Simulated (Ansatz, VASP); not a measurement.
## One calculation of InAs, two programs

```xyz
2
Lattice="0.0000 2.8773 2.8773 2.8773 0.0000 2.8773 2.8773 2.8773 0.0000" Properties=species:S:1:pos:R:3 pbc="T T T"
In    2.8773    2.8773    2.8773
As    0.0000    0.0000    0.0000
```

Alike in both runs: task single point; functional LDA; k mesh 4 × 4 × 4; occupations gaussian, width 0.1 eV; no spin polarisation.

|  | VASP | Ansatz |
| --- | --- | --- |
| version | VASP 6.6.1 | Ansatz 0.2.0 |
| potentials or method | VASP PAW LDA potentials, release 64 (In_d, As), cutoff 500 eV | scalar-relativistic, plane waves, PAW |
| valence electrons in the cell | 18 | 28 |

```csv
,VASP,Ansatz,Ansatz less VASP
gap on the k mesh at the Fermi level (eV),none,none,-
pressure (GPa),-4.0,-4.2,-0.13
```

LDA's correlation is that of Perdew and Zunger in VASP and of Perdew and Wang (1992) in Ansatz. A gap of «none» marks a metal or a gap that the smearing closes. VASP's potentials hold 18 valence electrons a cell and Ansatz's 28, so a difference there can come from the potentials and not from the codes.

The k mesh is coarse, so the values compare programs but aren't converged.
